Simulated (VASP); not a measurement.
Wanted: the native input for a VASP 6.6.1 run.

| Quantity | Value |
| --- | --- |
| Task | single point |
| Functional | r2SCAN |
| Potentials or basis | VASP PAW PBE potentials, release 64 (Rh_pv) |
| Cutoff | 520 eV |
| k mesh | 20 × 20 × 20 |
| Occupations | fermi-dirac, width 0.05 eV |
| Spin | collinear spin, ferromagnetic start |
| Starting moments | [1.0] μB |
| Dipole correction | no |
| Further INCAR settings | ALGO = Normal; EDIFF = 1e-06; NBANDS = 18 |

The system is Rh.

```xyz
1
Lattice="2.6092 0.0000 0.0000 0.0000 2.6092 0.0000 0.0000 0.0000 2.6092" Properties=species:S:1:pos:R:3 pbc="T T T"
Rh    0.0000    0.0000    0.0000
```

This isn't the form of Rh at room conditions, which is fcc.

One way to write it, as run:

POSCAR

```
Rh
1.0
    2.6092112921      0.0000000000      0.0000000000
    0.0000000000      2.6092112921      0.0000000000
    0.0000000000      0.0000000000      2.6092112921
Rh
1
Direct
    0.0000000000      0.0000000000      0.0000000000
```

INCAR.step1

```
SYSTEM = Rh
PREC     = Accurate       ! precision mode
ENCUT    = 520            ! plane-wave cutoff, eV
ISMEAR   = -1             ! smearing method
SIGMA    = 0.05           ! smearing width, eV
LREAL    = .FALSE.        ! projectors in reciprocal space
LASPH    = .TRUE.         ! aspherical terms in the spheres
NELM     = 150            ! most SCF steps
ISPIN    = 2              ! spin polarisation
MAGMOM   = 1              ! initial moments
LMAXMIX  = 4              ! l up to which the mixer works
NBANDS   = 18             ! bands
GGA      = PE             ! functional
ALGO     = Normal         ! electronic algorithm
EDIFF    = 1E-4           ! SCF threshold, eV
LWAVE    = .TRUE.         ! write WAVECAR
LCHARG   = .FALSE.        ! write CHGCAR
```

INCAR.step2

```
SYSTEM = Rh
PREC     = Accurate       ! precision mode
ENCUT    = 520            ! plane-wave cutoff, eV
EDIFF    = 1E-6           ! SCF threshold, eV
ISMEAR   = -1             ! smearing method
SIGMA    = 0.05           ! smearing width, eV
LREAL    = .FALSE.        ! projectors in reciprocal space
LASPH    = .TRUE.         ! aspherical terms in the spheres
NELM     = 150            ! most SCF steps
ALGO     = Normal         ! electronic algorithm
ISIF     = 2              ! what is computed and relaxed
LWAVE    = .FALSE.        ! write WAVECAR
LCHARG   = .TRUE.         ! write CHGCAR
ISPIN    = 2              ! spin polarisation
MAGMOM   = 1              ! initial moments
LORBIT   = 11             ! projections on sites
LMAXMIX  = 4              ! l up to which the mixer works
METAGGA  = R2SCAN         ! meta-GGA
LMIXTAU  = .TRUE.       
LELF     = .TRUE.         ! ELF
LVHAR    = .TRUE.       
NBANDS   = 18             ! bands
ISTART   = 1
```

KPOINTS

```
regular mesh
0
G
  20 20 20
  0 0 0
```

Potentials or basis: VASP PAW PBE potentials, release 64 (Rh_pv).

The run is started by

```bash
$ cat potpaw_PBE.64/Rh_pv/POTCAR > POTCAR
$ cp INCAR.step1 INCAR
$ mpirun -np 1 vasp_std > vasp.out
$ cp INCAR.step2 INCAR
$ mpirun -np 1 vasp_std > vasp.out
```

Results of the run:

- Pressure: -16.7 GPa
- Net moment: 0.00 μB per cell
- Valence electrons inside the program's atomic spheres: Rh 13.71

Caveat: the cell stands under tension; the PAW data sets were made with another functional, which shifts forces and pressure a little.

Wall time 8.3 min on 1 thread of Intel Xeon 8259CL (shared host), peak memory 0.24 GiB.
